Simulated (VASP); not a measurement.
# In3GaP4 (P-43m) in VASP: single point with PBEsol

Aim: the single point of In3GaP4 with PBEsol.

All numbers are computed with VASP 6.6.1; they aren't measurements. Logs are shortened: lines on timing, memory, paths and dates and some standing lists are left out, and cuts for length are marked.

### 1 The cell of the first run

It takes space group P-43m (No. 215, cubic). The conventional cell has a = 5.769 Å, b = 5.769 Å, c = 5.769 Å, α = 90.00°, β = 90.00°, γ = 90.00°. Within 3.3 Å of In (site symmetry -42m) lie 4 P at 2.54 Å. Ga (site symmetry -43m) has 4 P at 2.39 Å within 3.2 Å. P (site symmetry 3m) has 1 Ga at 2.39 Å and 3 In at 2.54 Å within 3.2 Å.

### 2 Single point, PBEsol

INCAR

```
SYSTEM = In3GaP4
PREC     = Accurate       ! precision mode
ENCUT    = 520            ! plane-wave cutoff, eV
EDIFF    = 1E-6           ! SCF threshold, eV
ISMEAR   = 0              ! smearing method
SIGMA    = 0.01           ! smearing width, eV
LREAL    = .FALSE.        ! projectors in reciprocal space
LASPH    = .TRUE.         ! aspherical terms in the spheres
NELM     = 60             ! most SCF steps
ALGO     = Normal         ! electronic algorithm
ISIF     = 2              ! what is computed and relaxed
LWAVE    = .FALSE.        ! write WAVECAR
LCHARG   = .FALSE.        ! write CHGCAR
GGA      = PS             ! functional
NBANDS   = 46             ! bands
```

KPOINTS

```
Automatic mesh
0
G
  6 6 6
  0 0 0
```

POSCAR

```
In3GaP4
1.0
    5.7692670821      0.0000000000      0.0000000000
    0.0000000000     -5.7692670821      0.0000000000
    0.0000000000      0.0000000000     -5.7692670821
In Ga P
3 1 4
Direct
    0.0000000000      1.0000000000      1.0000000000
    0.5000000000      0.5000000000      1.0000000000
    0.5000000000      1.0000000000      0.5000000000
    0.0000000000      0.5000000000      0.5000000000
    0.2390478646      0.2609521354      0.2609521354
    0.7609521354      0.7390478646      0.2609521354
    0.7609521354      0.2609521354      0.7390478646
    0.2390478646      0.7390478646      0.7390478646
```

Potentials or basis: VASP PAW PBE potentials, release 64 (In_d, Ga_d, P).

Launch:

```bash
$ cat potpaw_PBE.64/In_d/POTCAR potpaw_PBE.64/Ga_d/POTCAR potpaw_PBE.64/P/POTCAR > POTCAR
$ mpirun -np 1 vasp_std > vasp.out
```

OUTCAR:

```text
SYSTEM = In3GaP4
   PREC = Accurate
   ENCUT = 520
   EDIFF = 1E-6
   ISMEAR = 0
   LREAL = .FALSE.
   LASPH = .TRUE.
   NELM = 60
   ISIF = 2
   GGA = PS

 ion  position               nearest neighbor table
   1  0.000  0.000  0.000-   5 2.54   6 2.54   7 2.54   8 2.54
   2  0.500  0.500  0.000-   5 2.54   6 2.54   7 2.54   8 2.54
   3  0.500  0.000  0.500-   5 2.54   6 2.54   7 2.54   8 2.54
   4  0.000  0.500  0.500-   5 2.39   6 2.39   7 2.39   8 2.39
   5  0.239  0.261  0.261-   4 2.39   2 2.54   3 2.54   1 2.54
   6  0.761  0.739  0.261-   4 2.39   2 2.54   3 2.54   1 2.54
   7  0.761  0.261  0.739-   4 2.39   2 2.54   3 2.54   1 2.54
   8  0.239  0.739  0.739-   4 2.39   2 2.54   3 2.54   1 2.54

  LATTYP: Found a simple cubic cell.
 ALAT       =     5.7692670821

  Lattice vectors:

 A1 = (   5.7692670821,   0.0000000000,   0.0000000000)
 A2 = (   0.0000000000,  -5.7692670821,   0.0000000000)
 A3 = (   0.0000000000,   0.0000000000,  -5.7692670821)

Analysis of symmetry for initial positions (statically):
=====================================================================
 Subroutine PRICEL returns:
 Original cell was already a primitive cell.

 Routine SETGRP: Setting up the symmetry group for a
 simple cubic supercell.

 Subroutine GETGRP returns: Found 24 space group operations
 (whereof  8 operations were pure point group operations)
 out of a pool of 48 trial point group operations.

The static configuration has the point symmetry D_2d.
 The point group associated with its full space group is T_d .

Analysis of symmetry for dynamics (positions and initial velocities):
=====================================================================
 Subroutine PRICEL returns:
 Original cell was already a primitive cell.

 Routine SETGRP: Setting up the symmetry group for a
 simple cubic supercell.

 Subroutine GETGRP returns: Found 24 space group operations
 (whereof  8 operations were pure point group operations)
 out of a pool of 48 trial point group operations.

The dynamic configuration has the point symmetry D_2d.
 The point group associated with its full space group is T_d .

 Subroutine INISYM returns: Found 24 space group operations
 (whereof  8 operations are pure point group operations),
 and found     1 'primitive' translations

----------------------------------------------------------------------------------------

                                     Primitive cell

  volume of cell :     192.0268

  direct lattice vectors                    reciprocal lattice vectors
     5.769267082  0.000000000  0.000000000     0.173332242  0.000000000  0.000000000
     0.000000000 -5.769267082  0.000000000     0.000000000 -0.173332242  0.000000000
     0.000000000  0.000000000 -5.769267082     0.000000000  0.000000000 -0.173332242

  length of vectors
     5.769267082  5.769267082  5.769267082     0.173332242  0.173332242  0.173332242

  position of ions in fractional coordinates (direct lattice)
     0.000000000  0.000000000  0.000000000
     0.500000000  0.500000000  0.000000000
     0.500000000  0.000000000  0.500000000
     0.000000000  0.500000000  0.500000000
     0.239047865  0.260952135  0.260952135
     0.760952135  0.739047865  0.260952135
     0.760952135  0.260952135  0.739047865
     0.239047865  0.739047865  0.739047865

  ion indices of the primitive-cell ions
   primitive index   ion index
                 1           1
                 2           2
                 3           3
                 4           4
                 5           5
                 6           6
                 7           7
                 8           8

----------------------------------------------------------------------------------------

 KPOINTS: Automatic mesh

Automatic generation of k-mesh.
 Grid dimensions read from file:
 generate k-points for:    6    6    6

 Generating k-lattice:

  Cartesian coordinates                     Fractional coordinates (reciprocal lattice)
     0.028888707  0.000000000  0.000000000     0.166666667  0.000000000  0.000000000
     0.000000000 -0.028888707  0.000000000     0.000000000  0.166666667  0.000000000
     0.000000000  0.000000000 -0.028888707     0.000000000  0.000000000  0.166666667

  Length of vectors
     0.028888707  0.028888707  0.028888707

  Shift w.r.t. Gamma in fractional coordinates (k-lattice)
     0.000000000  0.000000000  0.000000000

 Subroutine IBZKPT returns following result:
 ===========================================

 Found     20 irreducible k-points:

 Following reciprocal coordinates:
            Coordinates               Weight
  0.000000  0.000000  0.000000      1.000000
  0.166667  0.000000  0.000000      6.000000
  0.333333  0.000000  0.000000      6.000000
  0.500000  0.000000  0.000000      3.000000
  0.166667  0.166667  0.000000     12.000000
  0.333333  0.166667  0.000000     24.000000
[... 12 lines left out ...]
  0.500000  0.500000  0.333333      6.000000
  0.500000  0.500000  0.500000      1.000000
   k-points           NKPTS =     20   k-points in BZ     NKDIM =     20   number of bands    NBANDS=     46
   number of dos      NEDOS =    301   number of ions     NIONS =      8
   total plane-waves  NPLWV = 110592
   dimension x,y,z NGX =    48 NGY =   48 NGZ =   48
   dimension x,y,z NGXF=    96 NGYF=   96 NGZF=   96
   ions per type =               3   1   4
   NGX,Y,Z   is equivalent  to a cutoff of  13.83, 13.83, 13.83 a.u.
   NGXF,Y,Z  is equivalent  to a cutoff of  27.66, 27.66, 27.66 a.u.
 SYSTEM =  In3GaP4
   PREC   = accura    normal or accurate (medium, high low for compatibility)
   ISTART =      0    job   : 0-new  1-cont  2-samecut
   ICHARG =      2    charge: 1-file 2-atom 10-const
   ISPIN  =      1    spin polarized calculation?
   LNONCOLLINEAR =      F non collinear calculations
   LSORBIT =      F    spin-orbit coupling
   LASPH  =      T    aspherical Exc in radial PAW
   ENCUT  =  520.0 eV  38.22 Ry    6.18 a.u.  10.73 10.73 10.73*2*pi/ulx,y,z
   NELM   =     60;   NELMIN=  2; NELMDL= -5     # of ELM steps
   EDIFF  = 0.1E-05   stopping-criterion for ELM
   LREAL  =      F    real-space projection
[... 7 lines left out ...]
   TEBEG  =    0.0;   TEEND  =   0.0 temperature during run
   PSTRESS=    0.0 pullay stress
   NELECT =      72.0000    total number of electrons
   NUPDOWN=      -1.0000    fix difference up-down
   EMIN   =  10.00;   EMAX   =-10.00  energy-range for DOS
   EFERMI =   0.00;   METHOD = LEGACY
   ISMEAR =     0;   SIGMA  =   0.01  broadening in eV -4-tet -1-fermi 0-gaus
   EFERMI_NEDOS =   21; number of points for ismear=-14 and -15
   IALGO  =     38    algorithm
   IMIX   =      4    mixing-type and parameters
     AMIX     =   0.40;   BMIX     =  1.00
     AMIX_MAG =   1.60;   BMIX_MAG =  1.00
  volume/ion in A,a.u.               =      24.00       161.98
  Fermi-wavevector in a.u.,A,eV,Ry     =   1.180497  2.230817 18.960725  1.393574
  Thomas-Fermi vector in A             =   2.316789
   LORBIT       =      0    0 simple, 1 ext, 2 COOP (PROOUT), +10 PAW based schemes
   GGA     = PS    functional components
   LHFCALC =     F    Hartree Fock is set to
   AEXX    =    0.0000 exact exchange contribution
   IVDW    =     0    specifies the selected vdW correction
   LEPSILON=     F    determine dielectric tensor
   LRPA    =     F    only Hartree local field effects (RPA)
 non-spin polarized calculation
 Gauss-broadening in eV      SIGMA  =   0.01
  energy-cutoff  :      520.00
  volume of cell :      192.03
 maximum number of plane-waves:      5232
 NGX is ok and might be reduce to    48
   NGX = 21   NGY = 21   NGZ = 21

 number of electron      72.0000016 magnetization

 Free energy of the ion-electron system (eV)
  ---------------------------------------------------
  ext. energy  EPLUGINS =         0.00000000
  ---------------------------------------------------
  free energy    TOTEN  =       -37.26633050 eV

  energy without entropy =      -37.26633050  energy(sigma->0) =      -37.26633050

 E-fermi :   5.0282     XC(G=0):  -9.5895

 val. band max:        4.9367894796   @ k =   0.0000   0.0000   0.0000
 cond. band min:       5.6988086822   @ k =   0.0000   0.0000   0.0000
 fundamental gap:      0.7620192025
 Fermi energy:         5.0282175707

 k-point     1 :       0.0000    0.0000    0.0000
  band No.  band energies     occupation
      1      -9.6432      2.00000
      2      -9.6432      2.00000
      3      -9.6432      2.00000
      4      -9.5425      2.00000
      5      -9.5425      2.00000
      6      -9.3068      2.00000
[... 38 lines left out ...]
     45       8.9546      0.00000
     46       8.9546      0.00000

 k-point     2 :       0.1667    0.0000    0.0000
  band No.  band energies     occupation
      1      -9.6419      2.00000
      2      -9.6416      2.00000
      3      -9.6416      2.00000
      4      -9.5423      2.00000
      5      -9.5421      2.00000
      6      -9.3046      2.00000
[... 38 lines left out ...]
     45       9.3343      0.00000
     46       9.3343      0.00000

 k-point     3 :       0.3333    0.0000    0.0000
  band No.  band energies     occupation
      1      -9.6391      2.00000
      2      -9.6382      2.00000
      3      -9.6382      2.00000
      4      -9.5419      2.00000
      5      -9.5413      2.00000
      6      -9.2994      2.00000
[... 38 lines left out ...]
     45      10.2350      0.00000
     46      10.2350      0.00000

 k-point     4 :       0.5000    0.0000    0.0000
  band No.  band energies     occupation
      1      -9.6377      2.00000
      2      -9.6365      2.00000
      3      -9.6365      2.00000
      4      -9.5416      2.00000
      5      -9.5408      2.00000
      6      -9.2962      2.00000
[... 724 lines left out ...]
     45       9.9786      0.00000
     46      10.1786      0.00000

 k-point    19 :       0.5000    0.5000    0.3333
  band No.  band energies     occupation
      1      -9.6367      2.00000
      2      -9.6359      2.00000
      3      -9.6359      2.00000
      4      -9.5418      2.00000
      5      -9.5413      2.00000
      6      -9.3274      2.00000
[... 38 lines left out ...]
     45       9.6665      0.00000
     46       9.9007      0.00000

 k-point    20 :       0.5000    0.5000    0.5000
  band No.  band energies     occupation
      1      -9.6366      2.00000
      2      -9.6366      2.00000
      3      -9.6366      2.00000
      4      -9.5417      2.00000
      5      -9.5417      2.00000
      6      -9.3322      2.00000
[... 38 lines left out ...]
     45       9.5512      0.00000
     46       9.9396      0.00000

------------------------ aborting loop because EDIFF is reached ----------------------------------------

  FORCE on cell =-STRESS in cart. coord.  units (eV):
  Direction    XX          YY          ZZ          XY          YZ          ZX
  --------------------------------------------------------------------------------------
  -------------------------------------------------------------------------------------
  Total       -0.1011411     -0.1011411     -0.1011411      0.0000000     -0.0000000      0.0000000
  in kB       -0.8438715     -0.8438715     -0.8438715      0.0000000     -0.0000000      0.0000000
  external PRESSURE =      -0.8438715 kB  Pullay stress =       0.0000000 kB

 VOLUME and BASIS-vectors are now :
 -----------------------------------------------------------------------------
  energy-cutoff  :      520.00
  volume of cell :      192.03
      direct lattice vectors                 reciprocal lattice vectors
     5.769267082  0.000000000  0.000000000     0.173332242  0.000000000  0.000000000
     0.000000000 -5.769267082  0.000000000     0.000000000 -0.173332242  0.000000000
     0.000000000  0.000000000 -5.769267082     0.000000000  0.000000000 -0.173332242

 POSITION                                       TOTAL-FORCE (eV/Angst)
 -----------------------------------------------------------------------------------
      0.00000      0.00000      0.00000         0.000000      0.000000      0.000000
      2.88463     -2.88463      0.00000         0.000000      0.000000     -0.000000
      2.88463      0.00000     -2.88463        -0.000000      0.000000      0.000000
      0.00000     -2.88463     -2.88463        -0.000000      0.000000      0.000000
      1.37913     -1.50550     -1.50550        -0.003909     -0.003909     -0.003909
      4.39014     -4.26376     -1.50550         0.003909      0.003909     -0.003909
      4.39014     -1.50550     -4.26376         0.003909     -0.003909      0.003909
      1.37913     -4.26376     -4.26376        -0.003909      0.003909      0.003909
 -----------------------------------------------------------------------------------
    total drift:                               -0.000000      0.000000     -0.000000

  FREE ENERGIE OF THE ION-ELECTRON SYSTEM (eV)
  ---------------------------------------------------
  free  energy   TOTEN  =       -37.2663304961 eV

  energy  without entropy=      -37.2663304961  energy(sigma->0) =      -37.26633050
```

Wall time 1.8 min (1 thread of Intel Xeon 6975P-C (Granite Rapids), shared host); peak memory 0.42 GiB.

Results:

- Free energy: -37.2663 eV
- Pressure: -0.1 GPa
- Largest force: 0.007 eV/Å
- Band gap on the k mesh: 0.76 eV, direct

Forces in eV/Å, atoms in the order of the input:
```
In   0.000  0.000  0.000
In   0.000  0.000  0.000
In   0.000  0.000  0.000
Ga   0.000  0.000  0.000
P   -0.004 -0.004 -0.004
P    0.004  0.004 -0.004
P    0.004 -0.004  0.004
P   -0.004  0.004  0.004
```

Caveat: the PAW data sets were made with another functional, which shifts forces and pressure a little; spin-orbit coupling is left out, which moves the levels of the heavy elements.
